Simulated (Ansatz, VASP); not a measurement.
# Hf: VASP beside Ansatz

Contents of INCAR:

```
PREC = Accurate ; ENCUT = 520
EDIFF = 1E-7 ; ISMEAR = 0
SIGMA = 0.15 ; LREAL = F
LASPH = T ; NELM = 100
ALGO = Normal ; ISIF = 2
LWAVE = F ; LCHARG = T
GGA = PS ; LELF = T
LVHAR = T ; NBANDS = 11
```

Contents of KPOINTS:

```
regular mesh
0
Gamma
  18 18 18
```

POSCAR

```
Hf
1.0
    0.0000000000      2.3088000000      2.3976000000
    2.3088000000      0.0000000000      2.3976000000
    2.3088000000      2.3088000000      0.0000000000
Hf
1
Direct
    0.0000000000      0.0000000000      0.0000000000
```

Input for Ansatz:

```yaml
crystal:
  lattice:
    - [0.0, 2.3088, 2.3976]
    - [2.3088, 0.0, 2.3976]
    - [2.3088, 2.3088, 0.0]
  atoms:
    - { symbol: Hf, position: [0.0, 0.0, 0.0] }
basis:
  ecutwfc: 420
kpoints:
  mp_grid: { grid: [18, 18, 18] }
hamiltonian:
  xc: pbesol
scf:
  occupations: { method: gaussian, width: 0.15 }
output:
  forces: true
  stress: true
  eigenvalues: true
```

Change from the starting cell: strain +0.040 along x and y, +0.080 along z, atoms carried along.

Alike in both runs: task single point; functional PBEsol; k mesh 18 × 18 × 18; occupations gaussian, width 0.15 eV; no spin polarisation.

```csv
,VASP,Ansatz
version,VASP 6.6.1,Ansatz 0.2.0
potentials or method,"VASP PAW PBE potentials, release 64 (Hf_pv), cutoff 520 eV","scalar-relativistic, plane waves, PAW"
valence electrons in the cell,10,26
```

```csv
,VASP,Ansatz,Ansatz less VASP
gap on the k mesh at the Fermi level (eV),none,none,-
pressure (GPa),-14.1,-13.7,+0.38
"traceless stress, the component that is largest in VASP (GPa)",-1.25,-1.25,+0.003
```

VASP's potentials were made for PBE, not for PBEsol. A gap of «none» marks a metal or a gap that the smearing closes. The functional is the same, so the differences come from potentials, cutoffs and numerics. VASP's potentials hold 10 valence electrons a cell and Ansatz's 26, so a difference there can come from the potentials and not from the codes.

Spin-orbit coupling is off throughout.
